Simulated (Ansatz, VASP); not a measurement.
Two plane-wave programs on SrCl2

```
Sr Cl
1.0
     0.00000    3.37282    3.37282
     3.37282    0.00000    3.37282
     3.37282    3.37282    0.00000
Sr Cl
1 2
Direct
  0.50000 0.50000 0.50000
  0.25000 0.25000 0.25000
  0.75000 0.75000 0.75000
```

Alike in both runs: task single point; functional PBE; k mesh 6 × 6 × 6; occupations gaussian, width 0.02 eV; no spin polarisation.

```csv
,VASP,Ansatz
version,VASP 6.6.1,Ansatz 0.2.0
potentials or method,"VASP PAW PBE potentials, release 64 (Sr_sv, Cl), cutoff 500 eV","scalar-relativistic, plane waves, PAW"
valence electrons in the cell,24,24
```

Ansatz gave:

* gap on the k mesh at the Fermi level (eV): 5.44
* least direct gap on the mesh (eV): 5.44
* pressure (GPa): 5.8

**Question.** Estimate VASP's values.

**Answer.** gap on the k mesh at the Fermi level (eV): 5.44; least direct gap on the mesh (eV): 5.44; pressure (GPa): 5.9.

The functional is the same, so the differences come from potentials, cutoffs and numerics.
